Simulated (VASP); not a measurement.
# NaCl (Pm-3m) in VASP: a series of runs

Runs on NaCl. Level: PBE. Tasks: electric field gradients.

Program: VASP 6.6.1. These are calculated values, not measurements. Logs are shortened: lines on timing, memory, paths and dates and some standing lists are left out, and cuts for length are marked.

## 1. The cell of the first run

Symmetry: Pm-3m, No. 221, cubic system. The conventional cell has a = 2.860 Å, b = 2.860 Å, c = 2.860 Å, α = 90.00°, β = 90.00°, γ = 90.00°. Within 3.3 Å of Na (site symmetry m-3m) lie 8 Cl at 2.48 Å and 6 Na at 2.86 Å. Within 3.3 Å of Cl (site symmetry m-3m) lie 8 Na at 2.48 Å and 6 Cl at 2.86 Å.

## 2. Electric field gradients, PBE

INCAR reads:

```
SYSTEM = NaCl
  PREC = Accurate
  ENCUT = 400
  EDIFF = 1E-8
  ISMEAR = -1
  SIGMA = 0.02
  LREAL = .FALSE.
  LASPH = .TRUE.
  NELM = 120
  ALGO = Normal
  ISIF = 2
  LWAVE = .FALSE.
  LCHARG = .FALSE.
  GGA = PE
  LEFG = .TRUE.
  NBANDS = 14
  GGA_COMPAT = .FALSE.
```

KPOINTS reads:

```
Automatic mesh
0
G
  8 8 8
  0 0 0
```

POSCAR reads:

```
NaCl
1.0
    2.8600000000      0.0000000000      0.0000000000
    0.0000000000      2.8600000000      0.0000000000
    0.0000000000      0.0000000000      2.8600000000
Na Cl
1 1
Direct
    0.0000000000      0.0000000000      0.0000000000
    0.5000000000      0.5000000000      0.5000000000
```

Potentials or basis: VASP PAW PBE potentials, release 64 (Na_pv, Cl).

Launch:

```console
$ cat potpaw_PBE.64/Na_pv/POTCAR potpaw_PBE.64/Cl/POTCAR > POTCAR
$ mpirun -np 1 vasp_std > vasp.out
```

OUTCAR:

```text
SYSTEM = NaCl
   PREC = Accurate
   ENCUT = 400
   EDIFF = 1E-8
   ISMEAR = -1
   LREAL = .FALSE.
   LASPH = .TRUE.
   NELM = 120
   ISIF = 2
   GGA = PE

 ion  position               nearest neighbor table
   1  0.000  0.000  0.000-   2 2.48   2 2.48   2 2.48   2 2.48   2 2.48   2 2.48   2 2.48   2 2.48

   2  0.500  0.500  0.500-   1 2.48   1 2.48   1 2.48   1 2.48   1 2.48   1 2.48   1 2.48   1 2.48

  LATTYP: Found a simple cubic cell.
 ALAT       =     2.8600000000

  Lattice vectors:

 A1 = (   2.8600000000,   0.0000000000,   0.0000000000)
 A2 = (   0.0000000000,   2.8600000000,   0.0000000000)
 A3 = (   0.0000000000,   0.0000000000,   2.8600000000)

Analysis of symmetry for initial positions (statically):
=====================================================================
 Subroutine PRICEL returns:
 Original cell was already a primitive cell.

 Routine SETGRP: Setting up the symmetry group for a
 simple cubic supercell.

 Subroutine GETGRP returns: Found 48 space group operations
 (whereof 48 operations were pure point group operations)
 out of a pool of 48 trial point group operations.

The static configuration has the point symmetry O_h .

Analysis of symmetry for dynamics (positions and initial velocities):
=====================================================================
 Subroutine PRICEL returns:
 Original cell was already a primitive cell.

 Routine SETGRP: Setting up the symmetry group for a
 simple cubic supercell.

 Subroutine GETGRP returns: Found 48 space group operations
 (whereof 48 operations were pure point group operations)
 out of a pool of 48 trial point group operations.

The dynamic configuration has the point symmetry O_h .

 Subroutine INISYM returns: Found 48 space group operations
 (whereof 48 operations are pure point group operations),
 and found     1 'primitive' translations

----------------------------------------------------------------------------------------

                                     Primitive cell

  volume of cell :      23.3937

  direct lattice vectors                    reciprocal lattice vectors
     2.860000000  0.000000000  0.000000000     0.349650350  0.000000000  0.000000000
     0.000000000  2.860000000  0.000000000     0.000000000  0.349650350  0.000000000
     0.000000000  0.000000000  2.860000000     0.000000000  0.000000000  0.349650350

  length of vectors
     2.860000000  2.860000000  2.860000000     0.349650350  0.349650350  0.349650350

  position of ions in fractional coordinates (direct lattice)
     0.000000000  0.000000000  0.000000000
     0.500000000  0.500000000  0.500000000

  ion indices of the primitive-cell ions
   primitive index   ion index
                 1           1
                 2           2

----------------------------------------------------------------------------------------

 KPOINTS: Automatic mesh

Automatic generation of k-mesh.
 Grid dimensions read from file:
 generate k-points for:    8    8    8

 Generating k-lattice:

  Cartesian coordinates                     Fractional coordinates (reciprocal lattice)
     0.043706294  0.000000000  0.000000000     0.125000000  0.000000000  0.000000000
     0.000000000  0.043706294  0.000000000     0.000000000  0.125000000  0.000000000
     0.000000000  0.000000000  0.043706294     0.000000000  0.000000000  0.125000000

  Length of vectors
     0.043706294  0.043706294  0.043706294

  Shift w.r.t. Gamma in fractional coordinates (k-lattice)
     0.000000000  0.000000000  0.000000000

 Subroutine IBZKPT returns following result:
 ===========================================

 Found     35 irreducible k-points:

 Following reciprocal coordinates:
            Coordinates               Weight
  0.000000  0.000000  0.000000      1.000000
  0.125000  0.000000  0.000000      6.000000
  0.250000  0.000000  0.000000      6.000000
  0.375000  0.000000  0.000000      6.000000
  0.500000  0.000000  0.000000      3.000000
  0.125000  0.125000  0.000000     12.000000
[... 16 lines left out ...]
  0.375000  0.375000  0.125000     24.000000
  0.500000  0.375000  0.125000     24.000000
 [... further k-points ...]
   k-points           NKPTS =     35   k-points in BZ     NKDIM =     35   number of bands    NBANDS=     14
   number of dos      NEDOS =    301   number of ions     NIONS =      2
   total plane-waves  NPLWV =   8000
   dimension x,y,z NGX =    20 NGY =   20 NGZ =   20
   dimension x,y,z NGXF=    40 NGYF=   40 NGZF=   40
   ions per type =               1   1
   NGX,Y,Z   is equivalent  to a cutoff of  11.63, 11.63, 11.63 a.u.
   NGXF,Y,Z  is equivalent  to a cutoff of  23.25, 23.25, 23.25 a.u.
 SYSTEM =  NaCl
   PREC   = accura    normal or accurate (medium, high low for compatibility)
   ISTART =      0    job   : 0-new  1-cont  2-samecut
   ICHARG =      2    charge: 1-file 2-atom 10-const
   ISPIN  =      1    spin polarized calculation?
   LNONCOLLINEAR =      F non collinear calculations
   LSORBIT =      F    spin-orbit coupling
   LASPH  =      T    aspherical Exc in radial PAW
   ENCUT  =  400.0 eV  29.40 Ry    5.42 a.u.   4.66  4.66  4.66*2*pi/ulx,y,z
   NELM   =    120;   NELMIN=  2; NELMDL= -5     # of ELM steps
   EDIFF  = 0.1E-07   stopping-criterion for ELM
   LREAL  =      F    real-space projection
   EDIFFG = 0.1E-06   stopping-criterion for IOM
   NSW    =      0    number of steps for IOM
   IBRION =     -1    ionic relax: 0-MD 1-quasi-New 2-CG
   NFREE  =      0    steps in history (QN), initial steepest desc. (CG)
   ISIF   =      2    stress and relaxation
   ISYM   =      2    0-nonsym 1-usesym 2-fastsym
   POTIM  = 0.5000    time-step for ionic-motion
   TEBEG  =    0.0;   TEEND  =   0.0 temperature during run
   PSTRESS=    0.0 pullay stress
   NELECT =      14.0000    total number of electrons
   NUPDOWN=      -1.0000    fix difference up-down
   EMIN   =  10.00;   EMAX   =-10.00  energy-range for DOS
   EFERMI =   0.00;   METHOD = LEGACY
   ISMEAR =    -1;   SIGMA  =   0.02  broadening in eV -4-tet -1-fermi 0-gaus
   EFERMI_NEDOS =   21; number of points for ismear=-14 and -15
   IALGO  =     38    algorithm
   IMIX   =      4    mixing-type and parameters
     AMIX     =   0.40;   BMIX     =  1.00
     AMIX_MAG =   1.60;   BMIX_MAG =  1.00
  volume/ion in A,a.u.               =      11.70        78.93
  Fermi-wavevector in a.u.,A,eV,Ry     =   1.379595  2.607056 25.895713  1.903281
  Thomas-Fermi vector in A             =   2.504550
   LORBIT       =      0    0 simple, 1 ext, 2 COOP (PROOUT), +10 PAW based schemes
   GGA     = PE    functional components
   LHFCALC =     F    Hartree Fock is set to
   AEXX    =    0.0000 exact exchange contribution
   IVDW    =     0    specifies the selected vdW correction
   LEPSILON=     F    determine dielectric tensor
   LRPA    =     F    only Hartree local field effects (RPA)
 non-spin polarized calculation
  energy-cutoff  :      400.00
  volume of cell :       23.39
 maximum number of plane-waves:       441
 NGX is ok and might be reduce to    20
   NGX =  9   NGY =  9   NGZ =  9

 number of electron      13.9999993 magnetization

 Free energy of the ion-electron system (eV)
  ---------------------------------------------------
  ext. energy  EPLUGINS =         0.00000000
  ---------------------------------------------------
  free energy    TOTEN  =        -4.19752882 eV

  energy without entropy =       -4.19752882  energy(sigma->0) =       -4.19752882

 E-fermi :   7.2297     XC(G=0): -11.3695

 val. band max:        6.8097454548   @ k =   0.5000   0.5000   0.0000
 cond. band min:      11.2250659961   @ k =   0.5000   0.5000   0.0000
 fundamental gap:      4.4153205413
 Fermi energy:         7.2296548833

 k-point     1 :       0.0000    0.0000    0.0000
  band No.  band energies     occupation
      1     -15.8920      2.00000
      2     -15.8920      2.00000
      3     -15.8920      2.00000
      4     -10.1685      2.00000
      5       5.5514      2.00000
      6       5.5514      2.00000
      7       5.5514      2.00000
      8      13.4873      0.00000
      9      13.4873      0.00000
     10      14.2504      0.00000
     11      24.6398      0.00000
     12      24.6398      0.00000
     13      24.6398      0.00000
     14      29.3438      0.00000
[... 375 lines left out ...]
 k-point    24 :       0.5000    0.3750    0.1250
  band No.  band energies     occupation
      1     -16.1601      2.00000
      2     -16.0958      2.00000
      3     -15.8688      2.00000
      4      -7.7651      2.00000
      5       1.2885      2.00000
      6       2.0798      2.00000
      7       5.7760      2.00000
      8      12.1718      0.00000
      9      17.4920      0.00000
     10      17.9967      0.00000
     11      18.9197      0.00000
     12      24.0966      0.00000
     13      24.5921      0.00000
     14      28.4884      0.00000

 [... further k-points ...]
[... 5 lines left out ...]
  --------------------------------------------------------------------------------------
  -------------------------------------------------------------------------------------
  Total        9.4706698      9.4706698      9.4706698     -0.0000000      0.0000000     -0.0000000
  in kB      648.6242432    648.6242432    648.6242432     -0.0000000      0.0000000     -0.0000000
  external PRESSURE =     648.6242432 kB  Pullay stress =       0.0000000 kB

 VOLUME and BASIS-vectors are now :
 -----------------------------------------------------------------------------
  energy-cutoff  :      400.00
  volume of cell :       23.39
      direct lattice vectors                 reciprocal lattice vectors
     2.860000000  0.000000000  0.000000000     0.349650350  0.000000000  0.000000000
     0.000000000  2.860000000  0.000000000     0.000000000  0.349650350  0.000000000
     0.000000000  0.000000000  2.860000000     0.000000000  0.000000000  0.349650350

 POSITION                                       TOTAL-FORCE (eV/Angst)
 -----------------------------------------------------------------------------------
      0.00000      0.00000      0.00000         0.000000      0.000000      0.000000
      1.43000      1.43000      1.43000         0.000000      0.000000      0.000000
 -----------------------------------------------------------------------------------
    total drift:                                0.000000      0.000000      0.000000

  FREE ENERGIE OF THE ION-ELECTRON SYSTEM (eV)
  ---------------------------------------------------
  free  energy   TOTEN  =        -4.1975288189 eV

  energy  without entropy=       -4.1975288189  energy(sigma->0) =       -4.19752882

 Electric field gradients (V/A^2)
---------------------------------------------------------------------
 ion       V_xx      V_yy      V_zz      V_xy      V_xz      V_yz
---------------------------------------------------------------------
   1       0.000    -0.000    -0.000    -0.000     0.000     0.000
   2      -0.000    -0.000    -0.000    -0.000    -0.000    -0.000
---------------------------------------------------------------------

 Electric field gradients after diagonalization (V/A^2)
 (convention: |V_zz| > |V_xx| > |V_yy|)
----------------------------------------------------------------------
 ion       V_xx      V_yy      V_zz     asymmetry (V_yy - V_xx)/ V_zz
----------------------------------------------------------------------
   1       0.000    -0.000    -0.000       0.331
   2      -0.000    -0.000    -0.000      -0.083
----------------------------------------------------------------------

           NMR quadrupolar parameters

 Cq : quadrupolar parameter    Cq=e*Q*V_zz/h
 eta: asymmetry parameters     (V_yy - V_xx)/ V_zz
 Q  : nuclear electric quadrupole moment in mb (millibarn)
----------------------------------------------------------------------
 ion       Cq(MHz)       eta       Q (mb)
----------------------------------------------------------------------
   1      -0.000       0.331       1.000
   2      -0.000      -0.083       1.000
----------------------------------------------------------------------
```

It took 6.8 s on 1 thread of Intel Xeon 6975P-C (Granite Rapids), shared host; peak memory 0.12 GiB.

Results:

| Item | Value |
| --- | --- |
| Free energy | -4.1975 eV |
| Pressure | 64.9 GPa |
| Band gap on the k mesh | 4.42 eV, direct |

Caveat: without QUAD_EFG the Cq values of the log hold for a quadrupole moment of 1 mb, not for the nuclei. As with any semilocal functional, this PBE gap is likely too small.

[end of part 1 of 2]
